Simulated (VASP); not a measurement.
# Li2O (Fm-3m) in VASP: a series of runs

The runs below take Li2O through single point, with PBE.

Everything below comes from runs of VASP 6.6.1. Logs are shortened: lines on timing, memory, paths and dates and some standing lists are left out, and cuts for length are marked.

### Step 1. The cell of the first run

The structure is cubic, space group Fm-3m (No. 225). Conventional cell: a = 4.624 Å, b = 4.624 Å, c = 4.624 Å, α = 90.00°, β = 90.00°, γ = 90.00°. Within 2.7 Å of O (site symmetry m-3m) lie 8 Li at 2.00 Å. Within 2.7 Å of Li (site symmetry -43m) lie 4 O at 2.00 Å and 6 Li at 2.31 Å.

### Step 2. Single point, PBE

Contents of INCAR:

```
SYSTEM = Li2O
  PREC = Accurate
  ENCUT = 750
  EDIFF = 1E-6
  ISMEAR = -1
  SIGMA = 0.1
  LREAL = .False.
  LASPH = .True.
  NELM = 120
  ALGO = Normal
  ISIF = 2
  LWAVE = .False.
  LCHARG = .False.
  GGA = PE
  NBANDS = 13
  GGA_COMPAT = .False.
```

Contents of KPOINTS:

```
regular mesh
0
Gamma
  4 4 4
  0 0 0
```

Contents of POSCAR:

```
Li2O
1.0
   -2.3121607354      0.0000000000      2.3121607354
    0.0000000000      2.3121607354      2.3121607354
   -2.3121607354      2.3121607354      0.0000000000
O Li
1 2
Direct
    0.0000000000      0.0000000000      0.0000000000
    0.2500000000      0.2500000000      0.2500000000
    0.7500000000      0.7500000000      0.7500000000
```

Potentials or basis: VASP PAW PBE potentials, release 64 (O, Li_sv).

The run is started by

```
$ cat potpaw_PBE.64/O/POTCAR potpaw_PBE.64/Li_sv/POTCAR > POTCAR
$ mpirun -np 1 vasp_std > vasp.out
```

OUTCAR:

```text
SYSTEM = Li2O
   PREC = Accurate
   ENCUT = 750
   EDIFF = 1E-6
   ISMEAR = -1
   LREAL = .False.
   LASPH = .True.
   NELM = 120
   ISIF = 2
   GGA = PE

 ion  position               nearest neighbor table
   1  0.000  0.000  0.000-   3 2.00   3 2.00   3 2.00   2 2.00   3 2.00   2 2.00   2 2.00   2 2.00

   2  0.250  0.250  0.250-   1 2.00   1 2.00   1 2.00   1 2.00   3 2.31   3 2.31   3 2.31   3 2.31
                             3 2.31   3 2.31
   3  0.750  0.750  0.750-   1 2.00   1 2.00   1 2.00   1 2.00   2 2.31   2 2.31   2 2.31   2 2.31
                             2 2.31   2 2.31

  LATTYP: Found a face centered cubic cell.
 ALAT       =     4.6243214708

  Lattice vectors:

 A1 = (  -2.3121607354,   0.0000000000,   2.3121607354)
 A2 = (   0.0000000000,   2.3121607354,   2.3121607354)
 A3 = (  -2.3121607354,   2.3121607354,   0.0000000000)

Analysis of symmetry for initial positions (statically):
=====================================================================
 Subroutine PRICEL returns:
 Original cell was already a primitive cell.

 Routine SETGRP: Setting up the symmetry group for a
 face centered cubic supercell.

 Subroutine GETGRP returns: Found 48 space group operations
 (whereof 48 operations were pure point group operations)
 out of a pool of 48 trial point group operations.

The static configuration has the point symmetry O_h .

Analysis of symmetry for dynamics (positions and initial velocities):
=====================================================================
 Subroutine PRICEL returns:
 Original cell was already a primitive cell.

 Routine SETGRP: Setting up the symmetry group for a
 face centered cubic supercell.

 Subroutine GETGRP returns: Found 48 space group operations
 (whereof 48 operations were pure point group operations)
 out of a pool of 48 trial point group operations.

The dynamic configuration has the point symmetry O_h .

 Subroutine INISYM returns: Found 48 space group operations
 (whereof 48 operations are pure point group operations),
 and found     1 'primitive' translations

----------------------------------------------------------------------------------------

                                     Primitive cell

  volume of cell :      24.7220

  direct lattice vectors                    reciprocal lattice vectors
    -2.312160735  0.000000000  2.312160735    -0.216247942 -0.216247942  0.216247942
     0.000000000  2.312160735  2.312160735     0.216247942  0.216247942  0.216247942
    -2.312160735  2.312160735  0.000000000    -0.216247942  0.216247942 -0.216247942

  length of vectors
     3.269889070  3.269889070  3.269889070     0.374552422  0.374552422  0.374552422

  position of ions in fractional coordinates (direct lattice)
     0.000000000  0.000000000  0.000000000
     0.250000000  0.250000000  0.250000000
     0.750000000  0.750000000  0.750000000

  ion indices of the primitive-cell ions
   primitive index   ion index
                 1           1
                 2           2
                 3           3

----------------------------------------------------------------------------------------

 KPOINTS: regular mesh

Automatic generation of k-mesh.
 Grid dimensions read from file:
 generate k-points for:    4    4    4

 Generating k-lattice:

  Cartesian coordinates                     Fractional coordinates (reciprocal lattice)
    -0.054061985 -0.054061985  0.054061985     0.250000000  0.000000000  0.000000000
     0.054061985  0.054061985  0.054061985     0.000000000  0.250000000  0.000000000
    -0.054061985  0.054061985 -0.054061985     0.000000000  0.000000000  0.250000000

  Length of vectors
     0.093638106  0.093638106  0.093638106

  Shift w.r.t. Gamma in fractional coordinates (k-lattice)
     0.000000000  0.000000000  0.000000000

 Subroutine IBZKPT returns following result:
 ===========================================

 Found      8 irreducible k-points:

 Following reciprocal coordinates:
            Coordinates               Weight
  0.000000  0.000000  0.000000      1.000000
  0.250000  0.000000  0.000000      8.000000
  0.500000  0.000000  0.000000      4.000000
  0.250000  0.250000  0.000000      6.000000
  0.500000  0.250000  0.000000     24.000000
 -0.250000  0.250000  0.000000     12.000000
  0.500000  0.500000  0.000000      3.000000
 -0.250000  0.500000  0.250000      6.000000
   k-points           NKPTS =      8   k-points in BZ     NKDIM =      8   number of bands    NBANDS=     13
   number of dos      NEDOS =    301   number of ions     NIONS =      3
   total plane-waves  NPLWV =  27000
   dimension x,y,z NGX =    30 NGY =   30 NGZ =   30
   dimension x,y,z NGXF=    60 NGYF=   60 NGZF=   60
   ions per type =               1   2
   NGX,Y,Z   is equivalent  to a cutoff of  15.25, 15.25, 15.25 a.u.
   NGXF,Y,Z  is equivalent  to a cutoff of  30.50, 30.50, 30.50 a.u.
 SYSTEM =  Li2O
   PREC   = accura    normal or accurate (medium, high low for compatibility)
   ISTART =      0    job   : 0-new  1-cont  2-samecut
   ICHARG =      2    charge: 1-file 2-atom 10-const
   ISPIN  =      1    spin polarized calculation?
   LNONCOLLINEAR =      F non collinear calculations
   LSORBIT =      F    spin-orbit coupling
   LASPH  =      T    aspherical Exc in radial PAW
   ENCUT  =  750.0 eV  55.12 Ry    7.42 a.u.   7.30  7.30  7.30*2*pi/ulx,y,z
   NELM   =    120;   NELMIN=  2; NELMDL= -5     # of ELM steps
   EDIFF  = 0.1E-05   stopping-criterion for ELM
   LREAL  =      F    real-space projection
   EDIFFG = 0.1E-04   stopping-criterion for IOM
   NSW    =      0    number of steps for IOM
   IBRION =     -1    ionic relax: 0-MD 1-quasi-New 2-CG
   NFREE  =      0    steps in history (QN), initial steepest desc. (CG)
   ISIF   =      2    stress and relaxation
   ISYM   =      2    0-nonsym 1-usesym 2-fastsym
   POTIM  = 0.5000    time-step for ionic-motion
   TEBEG  =    0.0;   TEEND  =   0.0 temperature during run
   PSTRESS=    0.0 pullay stress
   NELECT =      12.0000    total number of electrons
   NUPDOWN=      -1.0000    fix difference up-down
   EMIN   =  10.00;   EMAX   =-10.00  energy-range for DOS
   EFERMI =   0.00;   METHOD = LEGACY
   ISMEAR =    -1;   SIGMA  =   0.10  broadening in eV -4-tet -1-fermi 0-gaus
   EFERMI_NEDOS =   21; number of points for ismear=-14 and -15
   IALGO  =     38    algorithm
   IMIX   =      4    mixing-type and parameters
     AMIX     =   0.40;   BMIX     =  1.00
     AMIX_MAG =   1.60;   BMIX_MAG =  1.00
  volume/ion in A,a.u.               =       8.24        55.61
  Fermi-wavevector in a.u.,A,eV,Ry     =   1.286591  2.431305 22.521952  1.655317
  Thomas-Fermi vector in A             =   2.418656
   LORBIT       =      0    0 simple, 1 ext, 2 COOP (PROOUT), +10 PAW based schemes
   GGA     = PE    functional components
   LHFCALC =     F    Hartree Fock is set to
   AEXX    =    0.0000 exact exchange contribution
   IVDW    =     0    specifies the selected vdW correction
   LEPSILON=     F    determine dielectric tensor
   LRPA    =     F    only Hartree local field effects (RPA)
 non-spin polarized calculation
  energy-cutoff  :      750.00
  volume of cell :       24.72
 maximum number of plane-waves:      1174
 NGX is ok and might be reduce to    30
   NGX = 15   NGY = 15   NGZ = 15

 number of electron      12.0000000 magnetization

 Free energy of the ion-electron system (eV)
  ---------------------------------------------------
  ext. energy  EPLUGINS =         0.00000000
  ---------------------------------------------------
  free energy    TOTEN  =       -14.35355701 eV

  energy without entropy =      -14.35355701  energy(sigma->0) =      -14.35355701

 E-fermi :   3.4474     XC(G=0):  -9.7381

 val. band max:        1.3216309391   @ k =   0.0000   0.0000   0.0000
 cond. band min:       6.2917678558   @ k =   0.5000   0.5000   0.0000
 fundamental gap:      4.9701369167
 Fermi energy:         3.4474375772

 k-point     1 :       0.0000    0.0000    0.0000
  band No.  band energies     occupation
      1     -41.6725      2.00000
      2     -41.3462      2.00000
      3     -14.1219      2.00000
      4       1.3216      2.00000
      5       1.3216      2.00000
      6       1.3216      2.00000
      7       6.5631      0.00000
      8      13.2377      0.00000
      9      13.2377      0.00000
     10      13.2377      0.00000
     11      20.2868      0.00000
     12      20.2868      0.00000
     13      20.2868      0.00000

 k-point     2 :       0.2500    0.0000    0.0000
  band No.  band energies     occupation
      1     -41.6181      2.00000
      2     -41.3879      2.00000
      3     -14.0145      2.00000
      4      -0.2282      2.00000
      5       1.0870      2.00000
      6       1.0870      2.00000
      7       7.9825      0.00000
      8      13.0206      0.00000
      9      13.7098      0.00000
     10      13.7098      0.00000
     11      18.0874      0.00000
     12      18.0874      0.00000
     13      22.0543      0.00000

 k-point     3 :       0.5000    0.0000    0.0000
  band No.  band energies     occupation
      1     -41.4972      2.00000
      2     -41.4961      2.00000
      3     -13.8955      2.00000
      4      -1.4428      2.00000
      5       0.8779      2.00000
      6       0.8779      2.00000
      7      10.5119      0.00000
      8      11.0990      0.00000
      9      13.3644      0.00000
     10      13.3644      0.00000
     11      19.1203      0.00000
     12      19.1203      0.00000
     13      24.0620      0.00000
[... 49 lines left out ...]
 k-point     7 :       0.5000    0.5000    0.0000
  band No.  band energies     occupation
      1     -41.5447      2.00000
      2     -41.4385      2.00000
      3     -13.8484      2.00000
      4      -0.2782      2.00000
      5      -0.0553      2.00000
      6      -0.0553      2.00000
      7       6.2918      0.00000
      8      14.8276      0.00000
      9      14.8276      0.00000
     10      15.9932      0.00000
     11      17.0216      0.00000
     12      21.2041      0.00000
     13      24.7122      0.00000

 k-point     8 :      -0.2500    0.5000    0.2500
  band No.  band energies     occupation
      1     -41.4918      2.00000
      2     -41.4918      2.00000
      3     -13.8360      2.00000
      4      -0.4914      2.00000
      5      -0.1637      2.00000
      6      -0.1637      2.00000
      7       8.4795      0.00000
      8      11.7211      0.00000
      9      15.3847      0.00000
     10      15.3847      0.00000
     11      19.4395      0.00000
     12      19.4395      0.00000
     13      24.3702      0.00000

------------------------ aborting loop because EDIFF is reached ----------------------------------------

  FORCE on cell =-STRESS in cart. coord.  units (eV):
  Direction    XX          YY          ZZ          XY          YZ          ZX
  --------------------------------------------------------------------------------------
  -------------------------------------------------------------------------------------
  Total       -0.0355777     -0.0355777     -0.0355777     -0.0000000     -0.0000000      0.0000000
  in kB       -2.3057107     -2.3057107     -2.3057107     -0.0000000     -0.0000000      0.0000000
  external PRESSURE =      -2.3057107 kB  Pullay stress =       0.0000000 kB

 VOLUME and BASIS-vectors are now :
 -----------------------------------------------------------------------------
  energy-cutoff  :      750.00
  volume of cell :       24.72
      direct lattice vectors                 reciprocal lattice vectors
    -2.312160735  0.000000000  2.312160735    -0.216247942 -0.216247942  0.216247942
     0.000000000  2.312160735  2.312160735     0.216247942  0.216247942  0.216247942
    -2.312160735  2.312160735  0.000000000    -0.216247942  0.216247942 -0.216247942

 POSITION                                       TOTAL-FORCE (eV/Angst)
 -----------------------------------------------------------------------------------
      0.00000      0.00000      0.00000         0.000000      0.000000      0.000000
     -1.15608      1.15608      1.15608        -0.000000      0.000000      0.000000
     -3.46824      3.46824      3.46824         0.000000     -0.000000     -0.000000
 -----------------------------------------------------------------------------------
    total drift:                                0.000000      0.000000      0.000000

  FREE ENERGIE OF THE ION-ELECTRON SYSTEM (eV)
  ---------------------------------------------------
  free  energy   TOTEN  =       -14.3535570127 eV

  energy  without entropy=      -14.3535570125  energy(sigma->0) =      -14.35355701
```

It took 12 s on 1 thread of AMD EPYC 7R13, shared host; peak memory 0.12 GiB.

What came out:

| Item | Value |
| --- | --- |
| Free energy | -14.3536 eV |
| Pressure | -0.2 GPa |
| Band gap on the k mesh | 4.97 eV, indirect (least direct gap 5.24 eV) |

Caveat: the k points lie up to 0.59 Å⁻¹ apart.

### Step 3. Single point, PBE

Contents of INCAR:

```
PREC = Accurate
ENCUT = 750
EDIFF = 1E-6
ISMEAR = -1
SIGMA = 0.1
LREAL = False
LASPH = True
NELM = 120
ALGO = Normal
ISIF = 2
LWAVE = False
LCHARG = False
GGA = PE
NBANDS = 13
GGA_COMPAT = False
```

Contents of KPOINTS:

```
Automatic mesh
0
Gamma
  4 4 4
```

POSCAR is that of step 2.

Potentials or basis: VASP PAW PBE potentials, release 64 (O, Li_sv).

The run is started by

```
$ cat potpaw_PBE.64/O/POTCAR potpaw_PBE.64/Li_sv/POTCAR > POTCAR
$ mpirun -np 1 vasp_std > vasp.out
```

OUTCAR:

```text
PREC = Accurate
   ENCUT = 750
   EDIFF = 1E-6
   ISMEAR = -1
   LREAL = False
   LASPH = True
   NELM = 120
   ISIF = 2
   GGA = PE

 ion  position               nearest neighbor table
   1  0.000  0.000  0.000-   3 2.00   3 2.00   3 2.00   2 2.00   3 2.00   2 2.00   2 2.00   2 2.00

   2  0.250  0.250  0.250-   1 2.00   1 2.00   1 2.00   1 2.00   3 2.31   3 2.31   3 2.31   3 2.31
                             3 2.31   3 2.31
   3  0.750  0.750  0.750-   1 2.00   1 2.00   1 2.00   1 2.00   2 2.31   2 2.31   2 2.31   2 2.31
                             2 2.31   2 2.31

[... 305 lines left out ...]
  FORCE on cell =-STRESS in cart. coord.  units (eV):
  Direction    XX          YY          ZZ          XY          YZ          ZX
  --------------------------------------------------------------------------------------
  -------------------------------------------------------------------------------------
  Total       -0.0355777     -0.0355777     -0.0355777     -0.0000000     -0.0000000      0.0000000
  in kB       -2.3057107     -2.3057107     -2.3057107     -0.0000000     -0.0000000      0.0000000
  external PRESSURE =      -2.3057107 kB  Pullay stress =       0.0000000 kB

 VOLUME and BASIS-vectors are now :
 -----------------------------------------------------------------------------
  energy-cutoff  :      750.00
  volume of cell :       24.72
      direct lattice vectors                 reciprocal lattice vectors
    -2.312160735  0.000000000  2.312160735    -0.216247942 -0.216247942  0.216247942
     0.000000000  2.312160735  2.312160735     0.216247942  0.216247942  0.216247942
    -2.312160735  2.312160735  0.000000000    -0.216247942  0.216247942 -0.216247942

 POSITION                                       TOTAL-FORCE (eV/Angst)
 -----------------------------------------------------------------------------------
      0.00000      0.00000      0.00000         0.000000      0.000000      0.000000
     -1.15608      1.15608      1.15608        -0.000000      0.000000      0.000000
     -3.46824      3.46824      3.46824         0.000000     -0.000000     -0.000000
 -----------------------------------------------------------------------------------
    total drift:                                0.000000      0.000000      0.000000

  FREE ENERGIE OF THE ION-ELECTRON SYSTEM (eV)
  ---------------------------------------------------
  free  energy   TOTEN  =       -14.3535570127 eV

  energy  without entropy=      -14.3535570125  energy(sigma->0) =      -14.35355701
```

stdout:

```text
POSCAR found type information on POSCAR O Li
 POSCAR found :  2 types and       3 ions
 scaLAPACK will be used
 LDA part: xc-table for (Slater+PW92), standard interpolation
 POSCAR, INCAR and KPOINTS ok, starting setup
 FFT: planning ... GRIDC
 FFT: planning ... GRID_SOFT
 FFT: planning ... GRID
 WAVECAR not read
 entering main loop
```

It took 9.3 s on 1 thread of AMD EPYC 7R13, shared host; peak memory 0.12 GiB.

What came out:

* Free energy: -14.3536 eV
* Pressure: -0.2 GPa
* Band gap on the k mesh: 4.97 eV, indirect (least direct gap 5.24 eV)

Caveat: the k points lie up to 0.59 Å⁻¹ apart. A k mesh can miss the band edges.
